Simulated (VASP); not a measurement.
A run of VASP 6.6.1:

Contents of INCAR:

```
PREC = Accurate
ENCUT = 520
EDIFF = 1E-6
ISMEAR = -1
SIGMA = 0.01
LREAL = False
LASPH = True
NELM = 60
ALGO = Normal
ISIF = 2
LWAVE = False
LCHARG = False
GGA = PE
NBANDS = 16
```

KPOINTS

```
regular mesh
0
Gamma
  6 6 6
```

Contents of POSCAR:

```
GaP
1.0
    0.0000000000      2.7611126653      2.7611126653
    2.7611126653      0.0000000000      2.7611126653
    2.7611126653      2.7611126653      0.0000000000
Ga P
1 1
Direct
    0.0000000000      0.0000000000      0.0000000000
    0.2500000000      0.2500000000      0.2500000000
```

Potentials or basis: VASP PAW PBE potentials, release 64 (Ga_d, P).

Command:

```bash
$ cat potpaw_PBE.64/Ga_d/POTCAR potpaw_PBE.64/P/POTCAR > POTCAR
$ mpirun -np 1 vasp_std > vasp.out
```

Hardware: 1 thread of Intel(R) Xeon(R) 6975P-C (Granite Rapids) (shared host).

Estimate the wall time of this run.

It took 7.2 s on 1 thread of Intel(R) Xeon(R) 6975P-C (Granite Rapids) (shared host), peak memory 0.16 GiB. Counts: scf iterations 12, k points 16.
